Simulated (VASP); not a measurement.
# Al (P6_3/mmc) in VASP: notebook

Runs on Al. Level: PBEsol. Tasks: single point.

Everything below comes from runs of VASP 6.6.1. Logs are shortened: lines on timing, memory, paths and dates and some standing lists are left out, and cuts for length are marked.

## Step 1: The cell of the first run

The structure is hexagonal, space group P6_3/mmc (No. 194). The conventional cell has a = 2.810 Å, b = 2.810 Å, c = 4.713 Å, α = 90.00°, β = 90.00°, γ = 120.00°. Al (site symmetry -6m2) has 12 Al at 2.81 to 2.86 Å within 3.7 Å.

This isn't the form of Al at room conditions, which is fcc.

## Step 2: Single point, PBEsol

File INCAR:

```
SYSTEM = Al
  PREC = Accurate
  ENCUT = 520
  EDIFF = 1E-7
  ISMEAR = 0
  SIGMA = 0.15
  LREAL = .False.
  LASPH = .True.
  NELM = 80
  ALGO = Normal
  ISIF = 2
  LWAVE = .False.
  LCHARG = .False.
  GGA = PS
  NBANDS = 10
```

File KPOINTS:

```
Automatic mesh
0
Gamma
  18 18 10
  0 0 0
```

File POSCAR:

```
Al
1.0
    2.8098000000      0.0000000000      0.0000000000
   -1.4049000000      2.4333581796      0.0000000000
    0.0000000000      0.0000000000      4.7125000000
Al
2
Direct
    0.6666666667      0.3333333333      0.7500000000
    0.3333333333      0.6666666667      0.2500000000
```

Potentials or basis: VASP PAW PBE potentials, release 64 (Al).

Launch:

```sh
> cat potpaw_PBE.64/Al/POTCAR > POTCAR
> mpirun -np 1 vasp_std > vasp.out
```

OUTCAR:

```text
SYSTEM = Al
   PREC = Accurate
   ENCUT = 520
   EDIFF = 1E-7
   ISMEAR = 0
   LREAL = .False.
   LASPH = .True.
   NELM = 80
   ISIF = 2
   GGA = PS

 ion  position               nearest neighbor table
   1  0.667  0.333  0.750-   2 2.86   2 2.86   2 2.86   2 2.86   2 2.86   2 2.86
   2  0.333  0.667  0.250-   1 2.86   1 2.86   1 2.86   1 2.86   1 2.86   1 2.86

  LATTYP: Found a hexagonal cell.
 ALAT       =     2.8098000000
 C/A-ratio  =     1.6771656346

  Lattice vectors:

 A1 = (   2.8098000000,   0.0000000000,   0.0000000000)
 A2 = (  -1.4049000000,   2.4333581796,   0.0000000000)
 A3 = (   0.0000000000,   0.0000000000,   4.7125000000)

Analysis of symmetry for initial positions (statically):
=====================================================================
 Subroutine PRICEL returns:
 Original cell was already a primitive cell.

 Routine SETGRP: Setting up the symmetry group for a
 hexagonal supercell.

 Subroutine GETGRP returns: Found 24 space group operations
 (whereof 12 operations were pure point group operations)
 out of a pool of 24 trial point group operations.

The static configuration has the point symmetry D_3d.
 The point group associated with its full space group is D_6h.

Analysis of symmetry for dynamics (positions and initial velocities):
=====================================================================
 Subroutine PRICEL returns:
 Original cell was already a primitive cell.

 Routine SETGRP: Setting up the symmetry group for a
 hexagonal supercell.

 Subroutine GETGRP returns: Found 24 space group operations
 (whereof 12 operations were pure point group operations)
 out of a pool of 24 trial point group operations.

The dynamic configuration has the point symmetry D_3d.
 The point group associated with its full space group is D_6h.

 Subroutine INISYM returns: Found 24 space group operations
 (whereof 12 operations are pure point group operations),
 and found     1 'primitive' translations

----------------------------------------------------------------------------------------

                                     Primitive cell

  volume of cell :      32.2205

  direct lattice vectors                    reciprocal lattice vectors
     2.809800000  0.000000000  0.000000000     0.355897217  0.205477354  0.000000000
    -1.404900000  2.433358180  0.000000000     0.000000000  0.410954708  0.000000000
     0.000000000  0.000000000  4.712500000     0.000000000  0.000000000  0.212201592

  length of vectors
     2.809800000  2.809800000  4.712500000     0.410954708  0.410954708  0.212201592

  position of ions in fractional coordinates (direct lattice)
     0.666666667  0.333333333  0.750000000
     0.333333333  0.666666667  0.250000000

  ion indices of the primitive-cell ions
   primitive index   ion index
                 1           1
                 2           2

----------------------------------------------------------------------------------------

 KPOINTS: Automatic mesh

Automatic generation of k-mesh.
 Grid dimensions read from file:
 generate k-points for:   18   18   10

 Generating k-lattice:

  Cartesian coordinates                     Fractional coordinates (reciprocal lattice)
     0.019772068  0.011415409  0.000000000     0.055555556 -0.000000000  0.000000000
     0.000000000  0.022830817  0.000000000     0.000000000  0.055555556  0.000000000
     0.000000000  0.000000000  0.021220159     0.000000000  0.000000000  0.100000000

  Length of vectors
     0.022830817  0.022830817  0.021220159

  Shift w.r.t. Gamma in fractional coordinates (k-lattice)
     0.000000000  0.000000000  0.000000000

 Subroutine IBZKPT returns following result:
 ===========================================

 Found    222 irreducible k-points:

 Following reciprocal coordinates:
            Coordinates               Weight
  0.000000  0.000000  0.000000      1.000000
  0.055556 -0.000000  0.000000      6.000000
  0.111111 -0.000000  0.000000      6.000000
  0.166667 -0.000000  0.000000      6.000000
  0.222222 -0.000000  0.000000      6.000000
  0.277778 -0.000000  0.000000      6.000000
[... 16 lines left out ...]
  0.333333  0.111111  0.000000     12.000000
  0.388889  0.111111  0.000000     12.000000
 [... further k-points ...]
   k-points           NKPTS =    222   k-points in BZ     NKDIM =    222   number of bands    NBANDS=     10
   number of dos      NEDOS =    301   number of ions     NIONS =      2
   total plane-waves  NPLWV =  20736
   dimension x,y,z NGX =    24 NGY =   24 NGZ =   36
   dimension x,y,z NGXF=    48 NGYF=   48 NGZF=   72
   ions per type =               2
   NGX,Y,Z   is equivalent  to a cutoff of  14.20, 14.20, 12.70 a.u.
   NGXF,Y,Z  is equivalent  to a cutoff of  28.40, 28.40, 25.40 a.u.
 SYSTEM =  Al
   PREC   = accura    normal or accurate (medium, high low for compatibility)
   ISTART =      0    job   : 0-new  1-cont  2-samecut
   ICHARG =      2    charge: 1-file 2-atom 10-const
   ISPIN  =      1    spin polarized calculation?
   LNONCOLLINEAR =      F non collinear calculations
   LSORBIT =      F    spin-orbit coupling
   LASPH  =      T    aspherical Exc in radial PAW
   ENCUT  =  520.0 eV  38.22 Ry    6.18 a.u.   5.22  5.22  8.76*2*pi/ulx,y,z
   NELM   =     80;   NELMIN=  2; NELMDL= -5     # of ELM steps
   EDIFF  = 0.1E-06   stopping-criterion for ELM
   LREAL  =      F    real-space projection
   EDIFFG = 0.1E-05   stopping-criterion for IOM
   NSW    =      0    number of steps for IOM
   IBRION =     -1    ionic relax: 0-MD 1-quasi-New 2-CG
   NFREE  =      0    steps in history (QN), initial steepest desc. (CG)
   ISIF   =      2    stress and relaxation
   ISYM   =      2    0-nonsym 1-usesym 2-fastsym
   POTIM  = 0.5000    time-step for ionic-motion
   TEBEG  =    0.0;   TEEND  =   0.0 temperature during run
   PSTRESS=    0.0 pullay stress
   NELECT =       6.0000    total number of electrons
   NUPDOWN=      -1.0000    fix difference up-down
   EMIN   =  10.00;   EMAX   =-10.00  energy-range for DOS
   EFERMI =   0.00;   METHOD = LEGACY
   ISMEAR =     0;   SIGMA  =   0.15  broadening in eV -4-tet -1-fermi 0-gaus
   EFERMI_NEDOS =   21; number of points for ismear=-14 and -15
   IALGO  =     38    algorithm
   IMIX   =      4    mixing-type and parameters
     AMIX     =   0.40;   BMIX     =  1.00
     AMIX_MAG =   1.60;   BMIX_MAG =  1.00
  volume/ion in A,a.u.               =      16.11       108.72
  Fermi-wavevector in a.u.,A,eV,Ry     =   0.934862  1.766634 11.891050  0.873968
  Thomas-Fermi vector in A             =   2.061711
   LORBIT       =      0    0 simple, 1 ext, 2 COOP (PROOUT), +10 PAW based schemes
   GGA     = PS    functional components
   LHFCALC =     F    Hartree Fock is set to
   AEXX    =    0.0000 exact exchange contribution
   IVDW    =     0    specifies the selected vdW correction
   LEPSILON=     F    determine dielectric tensor
   LRPA    =     F    only Hartree local field effects (RPA)
 non-spin polarized calculation
 Gauss-broadening in eV      SIGMA  =   0.15
  energy-cutoff  :      520.00
  volume of cell :       32.22
 maximum number of plane-waves:       886
 NGX is ok and might be reduce to    24
   NGX = 11   NGY = 11   NGZ = 17

 number of electron       6.0000000 magnetization

 Free energy of the ion-electron system (eV)
  ---------------------------------------------------
  ext. energy  EPLUGINS =         0.00000000
  ---------------------------------------------------
  free energy    TOTEN  =        -8.11718073 eV

  energy without entropy =       -8.10662369  energy(sigma->0) =       -8.11190221

 E-fermi :   8.1887     XC(G=0): -10.3452

 val. band max:        8.1839401498   @ k =   0.5000  -0.0000   0.1000
 cond. band min:       8.1961265621   @ k =   0.3333   0.2778   0.5000
 fundamental gap:      0.0121864123
 Fermi energy:         8.1887191611

 k-point     1 :       0.0000    0.0000    0.0000
  band No.  band energies     occupation
      1      -3.0979      2.00000
      2       3.3729      2.00000
      3       3.4602      2.00000
      4      19.3968      0.00000
      5      19.3968      0.00000
      6      19.6369      0.00000
      7      19.6369      0.00000
      8      20.0325      0.00000
      9      21.9457      0.00000
     10      22.8171      0.00000

 k-point     2 :       0.0556   -0.0000    0.0000
  band No.  band energies     occupation
      1      -3.0208      2.00000
      2       3.4445      2.00000
      3       3.5355      2.00000
      4      17.7004      0.00000
      5      18.3973      0.00000
      6      19.4069      0.00000
      7      20.7606      0.00000
      8      20.7761      0.00000
      9      21.9536      0.00000
     10      23.1407      0.00000

 k-point     3 :       0.1111   -0.0000    0.0000
  band No.  band energies     occupation
      1      -2.7898      2.00000
      2       3.6592      2.00000
      3       3.7606      2.00000
      4      15.5769      0.00000
      5      17.4180      0.00000
      6      18.6459      0.00000
      7      20.6871      0.00000
      8      21.3214      0.00000
      9      22.0294      0.00000
     10      22.1111      0.00000

 k-point     4 :       0.1667   -0.0000    0.0000
  band No.  band energies     occupation
      1      -2.4056      2.00000
      2       4.0171      2.00000
      3       4.1326      2.00000
      4      13.4713      0.00000
      5      16.5689      0.00000
      6      17.6931      0.00000
      7      19.4015      0.00000
      8      19.4796      0.00000
      9      21.8724      0.00000
     10      21.9895      0.00000
[... 222 lines left out ...]
 k-point    22 :       0.2778    0.1111    0.0000
  band No.  band energies     occupation
      1      -0.1237      2.00000
      2       6.1623      2.00000
      3       6.1668      2.00000
      4       8.1101      1.54158
      5      11.6872      0.00000
      6      13.9381      0.00000
      7      14.3863      0.00000
      8      17.9625      0.00000
      9      17.9733      0.00000
     10      19.5663      0.00000

 k-point    23 :       0.3333    0.1111    0.0000
  band No.  band energies     occupation
      1       0.8525      2.00000
      2       5.9456      2.00000
      3       7.0865      2.00000
      4       7.5878      2.00000
      5      11.1800      0.00000
      6      12.3174      0.00000
      7      13.0307      0.00000
      8      17.5915      0.00000
      9      17.6559      0.00000
     10      19.2563      0.00000

 k-point    24 :       0.3889    0.1111    0.0000
  band No.  band energies     occupation
      1       1.9683      2.00000
      2       4.5840      2.00000
      3       8.1339      1.39490
      4       8.4387      0.01845
      5      10.5075      0.00000
      6      10.8479      0.00000
      7      12.1164      0.00000
      8      17.3647      0.00000
      9      17.4702      0.00000
     10      19.0656      0.00000

 [... further k-points ...]

------------------------ aborting loop because EDIFF is reached ----------------------------------------

  FORCE on cell =-STRESS in cart. coord.  units (eV):
  Direction    XX          YY          ZZ          XY          YZ          ZX
  --------------------------------------------------------------------------------------
  -------------------------------------------------------------------------------------
  Total        0.2538785      0.2538785      0.1609771      0.0000000      0.0000000      0.0000000
  in kB       12.6241946     12.6241946      8.0046391      0.0000000      0.0000000      0.0000000
  external PRESSURE =      11.0843428 kB  Pullay stress =       0.0000000 kB

 VOLUME and BASIS-vectors are now :
 -----------------------------------------------------------------------------
  energy-cutoff  :      520.00
  volume of cell :       32.22
      direct lattice vectors                 reciprocal lattice vectors
     2.809800000  0.000000000  0.000000000     0.355897217  0.205477354  0.000000000
    -1.404900000  2.433358180  0.000000000     0.000000000  0.410954708  0.000000000
     0.000000000  0.000000000  4.712500000     0.000000000  0.000000000  0.212201592

 POSITION                                       TOTAL-FORCE (eV/Angst)
 -----------------------------------------------------------------------------------
      1.40490      0.81112      3.53438        -0.000000      0.000000      0.000000
     -0.00000      1.62224      1.17813         0.000000     -0.000000      0.000000
 -----------------------------------------------------------------------------------
    total drift:                                0.000000     -0.000000     -0.000000

  FREE ENERGIE OF THE ION-ELECTRON SYSTEM (eV)
  ---------------------------------------------------
  free  energy   TOTEN  =        -8.1171807264 eV

  energy  without entropy=       -8.1066236949  energy(sigma->0) =       -8.11190221
```

Run time: 53 s. Hardware: 1 thread of Intel Xeon 8259CL, shared host; peak memory 0.19 GiB.

What came out:

```
Free energy            : -8.1172 eV
Pressure               : 1.1 GPa
Band gap on the k mesh : zero (bands 3 and 4 overlap by 7.13 eV)
```

Caveat: the PAW data sets were made with another functional, which shifts forces and pressure a little.

## Step 3: Single point, PBEsol

This run uses another cell than the first one, of 16.05 Å³/atom.

File INCAR:

```
SYSTEM = Al
PREC = Accurate
ENCUT = 520
EDIFF = 1E-6
ISMEAR = 0
SIGMA = 0.15
LREAL = .FALSE.
LASPH = .TRUE.
NELM = 60
ALGO = Normal
ISIF = 2
LWAVE = .FALSE.
LCHARG = .FALSE.
GGA = PS
NBANDS = 10
```

File KPOINTS:

```
Automatic mesh
0
G
  18 18 10
  0 0 0
```

File POSCAR:

```
Al
1.0
    2.8496988417      0.0000000000      0.0000000000
   -1.4248494208      2.4679115900      0.0000000000
    0.0000000000      0.0000000000      4.5641000000
Al
2
Direct
    0.6666666667      0.3333333333      0.7500000000
    0.3333333333      0.6666666667      0.2500000000
```

Potentials or basis: VASP PAW PBE potentials, release 64 (Al).

Launch:

```sh
> cat potpaw_PBE.64/Al/POTCAR > POTCAR
> mpirun -np 1 vasp_std > vasp.out
```

Wall time 64 s (1 thread of Intel Xeon 8259CL, shared host); peak memory 0.19 GiB.

The run converged. Its results:

```
Free energy            : -8.1150 eV
Pressure               : 1.4 GPa
Band gap on the k mesh : zero (bands 3 and 4 overlap by 7.77 eV)
```

Stress tensor (GPa, compression positive):
```
0.82 0.00 0.00
0.00 0.82 0.00
0.00 0.00 2.60
```

Levels at points of the mesh, in eV from the Fermi level:
| k point | band 1 | band 2 | band 3 | band 4 | band 5 | band 6 | band 7 | band 8 |
| --- | --- | --- | --- | --- | --- | --- | --- | --- |
| (0.00, 0.00, 0.00) | -11.33 | -4.59 | -4.18 | 10.46 | 10.46 | 10.86 | 10.86 | 12.42 |
| (0.50, 0.00, 0.00) | -5.49 | -5.30 | 0.62 | 1.37 | 1.49 | 1.96 | 5.48 | 7.31 |
| (0.00, 0.00, 0.50) | -9.56 | -9.56 | 3.87 | 3.87 | 11.73 | 11.73 | 11.73 | 11.73 |
| (0.50, 0.00, 0.50) | -4.04 | -4.04 | -3.29 | -3.29 | 6.99 | 6.99 | 7.65 | 7.65 |

Caveat: the PAW data sets were made with another functional, which shifts forces and pressure a little.
